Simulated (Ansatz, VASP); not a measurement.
# TiC: VASP beside Ansatz

File INCAR:

```
PREC = Accurate ; ENCUT = 520
EDIFF = 1E-6 ; ISMEAR = 0
SIGMA = 0.027000000000000003 ; LREAL = False
LASPH = True ; NELM = 100
ALGO = Normal ; ISIF = 2
LWAVE = False ; LCHARG = False
GGA = PE ; NBANDS = 15
```

The input KPOINTS:

```
Automatic mesh
0
Gamma
  11 11 11
```

POSCAR

```
TiC
1.0
    0.0000000000      2.1657188437      2.1657188437
    2.1657188437      0.0000000000      2.1657188437
    2.1657188437      2.1657188437      0.0000000000
Ti C
1 1
Direct
    0.0000000000      0.0000000000      0.0000000000
    0.5000000000      0.5000000000      0.5000000000
```

input.yaml

```yaml
crystal:
  lattice:
    - [0.0, 2.1657188437, 2.1657188437]
    - [2.1657188437, 0.0, 2.1657188437]
    - [2.1657188437, 2.1657188437, 0.0]
  atoms:
    - { symbol: Ti, position: [0.0, 0.0, 0.0] }
    - { symbol: C, position: [0.5, 0.5, 0.5] }
hamiltonian:
  xc: pbe
  pseudopotentials: { kind: paw }
kpoints:
  mp_grid: { grid: [11, 11, 11] }
scf:
  occupations: { method: gaussian, width: 0.027 }
output:
  forces: true
  stress: true
  eigenvalues: true
```

Alike in both runs: task single point; functional PBE; k mesh 11 × 11 × 11; occupations gaussian, width 0.027 eV; no spin polarisation.

```csv
,VASP,Ansatz
version,VASP 6.6.1,Ansatz 0.2.0
potentials or method,"VASP PAW PBE potentials, release 64 (Ti_sv, C)",Ansatz PAW
plane-wave cutoff (eV),520,420
valence electrons in the cell,16,16
```

```tsv
	VASP	Ansatz	Ansatz less VASP
gap on the k mesh at the Fermi level (eV)	none	none	-
pressure (GPa)	0.5	0.3	-0.22
```

A gap of «none» marks a metal or a gap that the smearing closes.
